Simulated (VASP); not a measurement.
Input of a VASP 6.6.1 run:

File POSCAR:

```
RbBr
1.0
    3.9983097553      0.0000000000      0.0000000000
    0.0000000000      3.9983097553      0.0000000000
    0.0000000000      0.0000000000      4.1279266522
Rb Br
1 1
Direct
    0.0000000000      0.0000000000      0.0000000000
    0.5000000000      0.5000000000      0.5000000000
```

Contents of INCAR.step1:

```
ALGO = Normal
EDIFF = 1E-5
ENCUT = 400
GGA = PE
GGA_COMPAT = F
ISIF = 2
ISMEAR = 0
LASPH = T
LCHARG = F
LREAL = F
LWAVE = T
NBANDS = 15
NELM = 120
PREC = Accurate
SIGMA = 0.01
```

INCAR.step2

```
ALGO = Normal
EDIFF = 1E-6
ENCUT = 400
GGA = PE
GGA_COMPAT = F
HFSCREEN = 0.2079
ISIF = 2
ISMEAR = 0
ISTART = 1
LASPH = T
LCHARG = F
LHFCALC = T
LREAL = F
LWAVE = F
NBANDS = 15
NELM = 120
PREC = Accurate
PRECFOCK = Normal
SIGMA = 0.01
```

The input KPOINTS:

```
k-points
0
Gamma
  4 4 4
```

Potentials or basis: VASP PAW PBE potentials, release 64 (Rb_sv, Br).

Launch:

```bash
$ cat potpaw_PBE.64/Rb_sv/POTCAR potpaw_PBE.64/Br/POTCAR > POTCAR
$ cp INCAR.step1 INCAR
$ mpirun -np 1 vasp_std > vasp.out
$ cp INCAR.step2 INCAR
$ mpirun -np 1 vasp_std > vasp.out
```

Q: What does it give for the pressure?

A: 1.7 GPa.

Q: Estimate the band gap on the k mesh.

A: 5.44 eV (least direct gap 5.60 eV).

Stress tensor (GPa, compression positive):
```
2.04 0.00 0.00
0.00 2.04 0.00
0.00 0.00 0.99
```

Caveat: the cell differs from its parent crystal (biaxial xy strain -3.1%); the PAW data sets were made with another functional, which shifts forces and pressure a little. A k mesh can miss the band edges.
